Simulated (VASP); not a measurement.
# Te in VASP: further runs

Te is run at these levels: PBE; tasks: single point.

All numbers are computed with VASP 6.6.1; they aren't measurements. Logs are shortened: lines on timing, memory, paths and dates and some standing lists are left out, and cuts for length are marked.

**1. The cell of the first run**

The typed cell holds 4 atoms: a = 4.755 Å, b = 4.755 Å, c = 8.462 Å, α = 90.00°, β = 90.00°, γ = 52.94°.

**2. Single point, PBE**

INCAR reads:

```
PREC = Accurate ; ENCUT = 520
EDIFF = 1E-6 ; ISMEAR = 0
SIGMA = 0.1 ; LREAL = F
LASPH = T ; NELM = 100
ALGO = Normal ; ISIF = 2
LWAVE = F ; LCHARG = F
GGA = PE ; NBANDS = 20
```

KPOINTS reads:

```
Automatic mesh
0
Gamma
  4 4 2
```

POSCAR reads:

```
Te
1.0
    4.2566442620     -2.1194470393      0.0000000000
    4.2566442620      2.1194470393      0.0000000000
    0.0000000000      0.0000000000      8.4623299844
Te
4
Direct
    0.7499931972      0.2500068028      0.1250273198
    0.7500068028      0.2499931972      0.6250273198
    0.2500068028      0.7499931972      0.8749726802
    0.2499931972      0.7500068028      0.3749726802
```

Potentials or basis: VASP PAW PBE potentials, release 64 (Te).

Launch:

```bash
$ cat potpaw_PBE.64/Te/POTCAR > POTCAR
$ mpirun -np 1 vasp_std > vasp.out
```

OUTCAR:

```text
PREC = Accurate
   ENCUT = 520
   EDIFF = 1E-6
   ISMEAR = 0
   LREAL = F
   LASPH = T
   NELM = 100
   ISIF = 2
   GGA = PE

 ion  position               nearest neighbor table
   1  0.750  0.250  0.125-   4 2.99   4 2.99   3 2.99   3 2.99
   2  0.750  0.250  0.625-   3 2.99   3 2.99   4 2.99   4 2.99
   3  0.250  0.750  0.875-   2 2.99   2 2.99   1 2.99   1 2.99
   4  0.250  0.750  0.375-   1 2.99   1 2.99   2 2.99   2 2.99

  LATTYP: Found a base centered orthorhombic cell.
 ALAT       =     4.2388940786
 B/A-ratio  =     2.0083749125
 C/A-ratio  =     1.9963532533

  Lattice vectors:

 A1 = (  -4.2566442620,  -2.1194470393,   0.0000000000)
 A2 = (   4.2566442620,  -2.1194470393,   0.0000000000)
 A3 = (   0.0000000000,   0.0000000000,   8.4623299844)

Analysis of symmetry for initial positions (statically):
=====================================================================
 Subroutine PRICEL returns:
 Original cell was already a primitive cell.

 Routine SETGRP: Setting up the symmetry group for a
 base centered orthorhombic supercell.

 Subroutine GETGRP returns: Found  8 space group operations
 (whereof  4 operations were pure point group operations)
 out of a pool of  8 trial point group operations.

The static configuration has the point symmetry C_2h.
 The point group associated with its full space group is D_2h.

Analysis of symmetry for dynamics (positions and initial velocities):
=====================================================================
 Subroutine PRICEL returns:
 Original cell was already a primitive cell.

 Routine SETGRP: Setting up the symmetry group for a
 base centered orthorhombic supercell.

 Subroutine GETGRP returns: Found  8 space group operations
 (whereof  4 operations were pure point group operations)
 out of a pool of  8 trial point group operations.

The dynamic configuration has the point symmetry C_2h.
 The point group associated with its full space group is D_2h.

 Subroutine INISYM returns: Found  8 space group operations
 (whereof  4 operations are pure point group operations),
 and found     1 'primitive' translations

----------------------------------------------------------------------------------------

                                     Primitive cell

  volume of cell :     152.6897

  direct lattice vectors                    reciprocal lattice vectors
     4.256644262 -2.119447039  0.000000000     0.117463422 -0.235910589  0.000000000
     4.256644262  2.119447039  0.000000000     0.117463422  0.235910589  0.000000000
     0.000000000  0.000000000  8.462329984     0.000000000  0.000000000  0.118170764

  length of vectors
     4.755110527  4.755110527  8.462329984     0.263536452  0.263536452  0.118170764

  position of ions in fractional coordinates (direct lattice)
     0.749993197  0.250006803  0.125027320
     0.750006803  0.249993197  0.625027320
     0.250006803  0.749993197  0.874972680
     0.249993197  0.750006803  0.374972680

  ion indices of the primitive-cell ions
   primitive index   ion index
                 1           1
                 2           2
                 3           3
                 4           4

----------------------------------------------------------------------------------------

 KPOINTS: Automatic mesh

Automatic generation of k-mesh.
 Grid dimensions read from file:
 generate k-points for:    4    4    2

 Generating k-lattice:

  Cartesian coordinates                     Fractional coordinates (reciprocal lattice)
     0.029365855 -0.058977647  0.000000000     0.250000000  0.000000000  0.000000000
     0.029365855  0.058977647  0.000000000     0.000000000  0.250000000  0.000000000
     0.000000000  0.000000000  0.059085382     0.000000000  0.000000000  0.500000000

  Length of vectors
     0.065884113  0.065884113  0.059085382

  Shift w.r.t. Gamma in fractional coordinates (k-lattice)
     0.000000000  0.000000000  0.000000000

 Subroutine IBZKPT returns following result:
 ===========================================

 Found     14 irreducible k-points:

 Following reciprocal coordinates:
            Coordinates               Weight
  0.000000  0.000000  0.000000      1.000000
  0.250000  0.000000  0.000000      4.000000
  0.500000  0.000000  0.000000      2.000000
  0.250000  0.250000  0.000000      2.000000
  0.500000  0.250000  0.000000      4.000000
 -0.250000  0.250000  0.000000      2.000000
  0.500000  0.500000  0.000000      1.000000
  0.000000  0.000000  0.500000      1.000000
  0.250000  0.000000  0.500000      4.000000
  0.500000  0.000000  0.500000      2.000000
  0.250000  0.250000  0.500000      2.000000
  0.500000  0.250000  0.500000      4.000000
 -0.250000  0.250000  0.500000      2.000000
  0.500000  0.500000  0.500000      1.000000
   k-points           NKPTS =     14   k-points in BZ     NKDIM =     14   number of bands    NBANDS=     20
   number of dos      NEDOS =    301   number of ions     NIONS =      4
   total plane-waves  NPLWV =  82944
   dimension x,y,z NGX =    36 NGY =   36 NGZ =   64
   dimension x,y,z NGXF=    72 NGYF=   72 NGZF=  128
   ions per type =               4
   NGX,Y,Z   is equivalent  to a cutoff of  12.59, 12.59, 12.57 a.u.
   NGXF,Y,Z  is equivalent  to a cutoff of  25.17, 25.17, 25.15 a.u.
 SYSTEM =  unknown system
   PREC   = accura    normal or accurate (medium, high low for compatibility)
   ISTART =      0    job   : 0-new  1-cont  2-samecut
   ICHARG =      2    charge: 1-file 2-atom 10-const
   ISPIN  =      1    spin polarized calculation?
   LNONCOLLINEAR =      F non collinear calculations
   LSORBIT =      F    spin-orbit coupling
   LASPH  =      T    aspherical Exc in radial PAW
   ENCUT  =  520.0 eV  38.22 Ry    6.18 a.u.   8.84  8.84 15.73*2*pi/ulx,y,z
   NELM   =    100;   NELMIN=  2; NELMDL= -5     # of ELM steps
   EDIFF  = 0.1E-05   stopping-criterion for ELM
   LREAL  =      F    real-space projection
   EDIFFG = 0.1E-04   stopping-criterion for IOM
   NSW    =      0    number of steps for IOM
   IBRION =     -1    ionic relax: 0-MD 1-quasi-New 2-CG
   NFREE  =      0    steps in history (QN), initial steepest desc. (CG)
   ISIF   =      2    stress and relaxation
   ISYM   =      2    0-nonsym 1-usesym 2-fastsym
   POTIM  = 0.5000    time-step for ionic-motion
   TEBEG  =    0.0;   TEEND  =   0.0 temperature during run
   PSTRESS=    0.0 pullay stress
   NELECT =      24.0000    total number of electrons
   NUPDOWN=      -1.0000    fix difference up-down
   EMIN   =  10.00;   EMAX   =-10.00  energy-range for DOS
   EFERMI =   0.00;   METHOD = LEGACY
   ISMEAR =     0;   SIGMA  =   0.10  broadening in eV -4-tet -1-fermi 0-gaus
   EFERMI_NEDOS =   21; number of points for ismear=-14 and -15
   IALGO  =     38    algorithm
   IMIX   =      4    mixing-type and parameters
     AMIX     =   0.40;   BMIX     =  1.00
     AMIX_MAG =   1.60;   BMIX_MAG =  1.00
  volume/ion in A,a.u.               =      38.17       257.60
  Fermi-wavevector in a.u.,A,eV,Ry     =   0.883504  1.669581 10.620431  0.780580
  Thomas-Fermi vector in A             =   2.004279
   LORBIT       =      0    0 simple, 1 ext, 2 COOP (PROOUT), +10 PAW based schemes
   GGA     = PE    functional components
   LHFCALC =     F    Hartree Fock is set to
   AEXX    =    0.0000 exact exchange contribution
   IVDW    =     0    specifies the selected vdW correction
   LEPSILON=     F    determine dielectric tensor
   LRPA    =     F    only Hartree local field effects (RPA)
 non-spin polarized calculation
 Gauss-broadening in eV      SIGMA  =   0.10
  energy-cutoff  :      520.00
  volume of cell :      152.69
 maximum number of plane-waves:      4156
   NGX = 17   NGY = 17   NGZ = 31

 number of electron      24.0000000 magnetization

 Free energy of the ion-electron system (eV)
  ---------------------------------------------------
  ext. energy  EPLUGINS =         0.00000000
  ---------------------------------------------------
  free energy    TOTEN  =       -11.97947529 eV

  energy without entropy =      -11.96641453  energy(sigma->0) =      -11.97294491

 E-fermi :   4.2713     XC(G=0):  -8.4464

 val. band max:        4.2419822323   @ k =   0.2500   0.0000   0.0000
 cond. band min:       4.4912261022   @ k =   0.5000   0.2500   0.5000
 fundamental gap:      0.2492438699
 Fermi energy:         4.2712958259

 k-point     1 :       0.0000    0.0000    0.0000
  band No.  band energies     occupation
      1      -8.9267      2.00000
      2      -7.0705      2.00000
      3      -7.0675      2.00000
      4      -3.6244      2.00000
      5       0.4696      2.00000
      6       0.6220      2.00000
[... 12 lines left out ...]
     19       9.7826      0.00000
     20       9.7839      0.00000

 k-point     2 :       0.2500    0.0000    0.0000
  band No.  band energies     occupation
      1      -8.4264      2.00000
      2      -6.7501      2.00000
      3      -6.7477      2.00000
      4      -4.9575      2.00000
      5      -0.0023      2.00000
      6      -0.0000      2.00000
[... 12 lines left out ...]
     19       9.4670      0.00000
     20       9.4677      0.00000

 k-point     3 :       0.5000    0.0000    0.0000
  band No.  band energies     occupation
      1      -6.9954      2.00000
      2      -6.9954      2.00000
      3      -6.3383      2.00000
      4      -6.3383      2.00000
      5      -1.4278      2.00000
      6      -1.4278      2.00000
[... 12 lines left out ...]
     19      11.2121      0.00000
     20      11.2121      0.00000

 k-point     4 :       0.2500    0.2500    0.0000
  band No.  band energies     occupation
      1      -8.8364      2.00000
      2      -6.9922      2.00000
      3      -6.9892      2.00000
      4      -3.6248      2.00000
      5       0.5331      2.00000
      6       0.5543      2.00000
[... 12 lines left out ...]
     19      11.2074      0.00000
     20      11.2079      0.00000

 k-point     5 :       0.5000    0.2500    0.0000
  band No.  band energies     occupation
      1      -8.2987      2.00000
      2      -6.6568      2.00000
      3      -6.6544      2.00000
      4      -5.0289      2.00000
      5      -0.1003      2.00000
      6      -0.0981      2.00000
[... 12 lines left out ...]
     19      10.3719      0.00000
     20      11.2813      0.00000

 k-point     6 :      -0.2500    0.2500    0.0000
  band No.  band energies     occupation
      1      -7.0739      2.00000
      2      -6.9132      2.00000
      3      -6.3389      2.00000
      4      -6.3388      2.00000
      5      -1.4166      2.00000
      6      -1.4164      2.00000
[... 12 lines left out ...]
     19       9.7754      0.00000
     20      11.7568      0.00000

 k-point     7 :       0.5000    0.5000    0.0000
  band No.  band energies     occupation
      1      -8.7411      2.00000
      2      -6.9101      2.00000
      3      -6.9071      2.00000
      4      -3.6254      2.00000
      5       0.2498      2.00000
      6       0.4483      2.00000
[... 12 lines left out ...]
     19      11.8988      0.00000
     20      12.8601      0.00000

 k-point     8 :       0.0000    0.0000    0.5000
  band No.  band energies     occupation
      1      -8.4503      2.00000
      2      -8.4503      2.00000
      3      -5.0368      2.00000
      4      -5.0368      2.00000
      5       1.2153      2.00000
      6       1.2153      2.00000
[... 12 lines left out ...]
     19       9.1726      0.00000
     20       9.1726      0.00000

 k-point     9 :       0.2500    0.0000    0.5000
  band No.  band energies     occupation
      1      -7.9776      2.00000
      2      -7.9776      2.00000
      3      -5.3844      2.00000
      4      -5.3844      2.00000
      5      -0.6138      2.00000
      6      -0.6138      2.00000
[... 12 lines left out ...]
     19       9.7657      0.00000
     20       9.7657      0.00000

 k-point    10 :       0.5000    0.0000    0.5000
  band No.  band energies     occupation
      1      -6.7058      2.00000
      2      -6.7058      2.00000
      3      -6.7056      2.00000
      4      -6.7056      2.00000
      5      -0.0500      2.00000
      6      -0.0500      2.00000
[... 12 lines left out ...]
     19       9.6828      0.00000
     20       9.6828      0.00000

 k-point    11 :       0.2500    0.2500    0.5000
  band No.  band energies     occupation
      1      -8.3624      2.00000
      2      -8.3624      2.00000
      3      -4.9875      2.00000
      4      -4.9875      2.00000
      5       1.1252      2.00000
      6       1.1252      2.00000
[... 12 lines left out ...]
     19      10.5967      0.00000
     20      10.5967      0.00000

 k-point    12 :       0.5000    0.2500    0.5000
  band No.  band energies     occupation
      1      -7.8558      2.00000
      2      -7.8558      2.00000
      3      -5.3849      2.00000
      4      -5.3849      2.00000
      5      -0.6136      2.00000
      6      -0.6136      2.00000
[... 12 lines left out ...]
     19      10.5366      0.00000
     20      10.5366      0.00000

 k-point    13 :      -0.2500    0.2500    0.5000
  band No.  band energies     occupation
      1      -6.7706      2.00000
      2      -6.7706      2.00000
      3      -6.6383      2.00000
      4      -6.6383      2.00000
      5      -0.1079      2.00000
      6      -0.1079      2.00000
[... 12 lines left out ...]
     19      10.2817      0.00000
     20      10.2817      0.00000

 k-point    14 :       0.5000    0.5000    0.5000
  band No.  band energies     occupation
      1      -8.2697      2.00000
      2      -8.2697      2.00000
      3      -4.9369      2.00000
      4      -4.9369      2.00000
      5       0.7360      2.00000
      6       0.7360      2.00000
[... 12 lines left out ...]
     19      11.4523      0.00000
     20      11.4523      0.00000

------------------------ aborting loop because EDIFF is reached ----------------------------------------

  FORCE on cell =-STRESS in cart. coord.  units (eV):
  Direction    XX          YY          ZZ          XY          YZ          ZX
  --------------------------------------------------------------------------------------
  -------------------------------------------------------------------------------------
  Total        0.0013453      0.2485449      0.2357003      0.0000000      0.0000000      0.0000000
  in kB        0.0141162      2.6079876      2.4732089      0.0000000      0.0000000      0.0000000
  external PRESSURE =       1.6984376 kB  Pullay stress =       0.0000000 kB

 VOLUME and BASIS-vectors are now :
 -----------------------------------------------------------------------------
  energy-cutoff  :      520.00
  volume of cell :      152.69
      direct lattice vectors                 reciprocal lattice vectors
     4.256644262 -2.119447039  0.000000000     0.117463422 -0.235910589  0.000000000
     4.256644262  2.119447039  0.000000000     0.117463422  0.235910589  0.000000000
     0.000000000  0.000000000  8.462329984     0.000000000  0.000000000  0.118170764

 POSITION                                       TOTAL-FORCE (eV/Angst)
 -----------------------------------------------------------------------------------
      4.25664     -1.05969      1.05802         0.000000     -0.000147     -0.001477
      4.25664     -1.05975      5.28919         0.000000      0.000147     -0.001477
      4.25664      1.05969      7.40431         0.000000      0.000147      0.001477
      4.25664      1.05975      3.17314         0.000000     -0.000147      0.001477
 -----------------------------------------------------------------------------------
    total drift:                               -0.000000     -0.000000     -0.000000

  FREE ENERGIE OF THE ION-ELECTRON SYSTEM (eV)
  ---------------------------------------------------
  free  energy   TOTEN  =       -11.9794752942 eV

  energy  without entropy=      -11.9664145301  energy(sigma->0) =      -11.97294491
```

Run time: 31 s. Hardware: 1 thread of Intel Xeon Platinum 8259CL at 2.50GHz (Skylake/Cascade Lake), shared host; peak memory 0.26 GiB.

Results:

```
Free energy            : -11.9795 eV
Pressure               : 0.2 GPa
Band gap on the k mesh : zero (bands 12 and 13 overlap by 1.46 eV)
```

Stress tensor (GPa, compression positive):
```
0.00 0.00 0.00
0.00 0.26 0.00
0.00 0.00 0.25
```

Caveat: the k points lie up to 0.41 Å⁻¹ apart, too coarse for converged energies and pressures of a metal; spin-orbit coupling is left out, which moves the levels of the heavy elements.

**3. Single point, PBE**

This run uses another cell than the first one: it holds 1 atom, not 4.

INCAR reads:

```
SYSTEM = Te
PREC = Accurate ; ENCUT = 520
EDIFF = 1E-6 ; ISMEAR = 0
SIGMA = 0.1 ; LREAL = .FALSE.
LASPH = .TRUE. ; NELM = 60
ALGO = Normal ; ISIF = 2
LWAVE = .FALSE. ; LCHARG = .FALSE.
GGA = PE ; NBANDS = 9
```

KPOINTS reads:

```
Automatic mesh
0
G
  26 26 26
  0 0 0
```

POSCAR reads:

```
Te
1.0
   -1.5068469048      1.5068469048      4.4050224642
    1.5068469048     -1.5068469048      4.4050224642
    1.5068469048      1.5068469048     -4.4050224642
Te
1
Direct
    0.5000000000      0.5000000000      0.0000000000
```

Potentials or basis: VASP PAW PBE potentials, release 64 (Te).

Launch:

```bash
$ cat potpaw_PBE.64/Te/POTCAR > POTCAR
$ mpirun -np 1 vasp_std > vasp.out
```

OUTCAR:

```text
SYSTEM = Te
   PREC = Accurate
   ENCUT = 520
   EDIFF = 1E-6
   ISMEAR = 0
   LREAL = .FALSE.
   LASPH = .TRUE.
   NELM = 60
   ISIF = 2
   GGA = PE

 ion  position               nearest neighbor table
   1  0.500  0.500  0.000-

  LATTYP: Found a body centered tetragonal cell.
 ALAT       =     3.0136938096
 C/A-ratio  =     2.9233377659

  Lattice vectors:

 A1 = (  -1.5068469048,   1.5068469048,   4.4050224642)
 A2 = (   1.5068469048,  -1.5068469048,   4.4050224642)
 A3 = (   1.5068469048,   1.5068469048,  -4.4050224642)
[... 458 lines left out ...]
      1      -7.1925      2.00000
      2      -0.6781      2.00000
      3       2.6016      2.00000
      4       8.4906      0.00000
      5       8.8335      0.00000
      6      11.7760      0.00000
      7      14.4054      0.00000
      8      16.4737      0.00000
      9      16.7839      0.00000

 [... further k-points ...]
[... 5 lines left out ...]
  --------------------------------------------------------------------------------------
  -------------------------------------------------------------------------------------
  Total       -0.0123510     -0.0123510     -0.0005183      0.0000000      0.0000000      0.0000000
  in kB       -0.4946158     -0.4946158     -0.0207556      0.0000000      0.0000000      0.0000000
  external PRESSURE =      -0.3366624 kB  Pullay stress =       0.0000000 kB

 VOLUME and BASIS-vectors are now :
 -----------------------------------------------------------------------------
  energy-cutoff  :      520.00
  volume of cell :       40.01
      direct lattice vectors                 reciprocal lattice vectors
    -1.506846905  1.506846905  4.405022464     0.000000000  0.331818713  0.113506799
     1.506846905 -1.506846905  4.405022464     0.331818713  0.000000000  0.113506799
     1.506846905  1.506846905 -4.405022464     0.331818713  0.331818713  0.000000000

 POSITION                                       TOTAL-FORCE (eV/Angst)
 -----------------------------------------------------------------------------------
      0.00000      0.00000      4.40502        -0.000000     -0.000000      0.000000
 -----------------------------------------------------------------------------------
    total drift:                               -0.000000     -0.000000      0.000000

  FREE ENERGIE OF THE ION-ELECTRON SYSTEM (eV)
  ---------------------------------------------------
  free  energy   TOTEN  =        -2.9895491831 eV

  energy  without entropy=       -2.9871198537  energy(sigma->0) =       -2.98833452
```

Wall time 6.3 min (1 thread of Intel Xeon Platinum 8259CL at 2.50GHz (Skylake/Cascade Lake), shared host); peak memory 0.59 GiB.

What came out:

* Free energy: -2.9895 eV
* Pressure: 0.0 GPa
* Band gap on the k mesh: zero (bands 3 and 4 overlap by 4.54 eV)

Caveat: spin-orbit coupling is left out, which moves the levels of the heavy elements.

The gap in the log of VASP goes by the Fermi energy; the results here count the filled bands.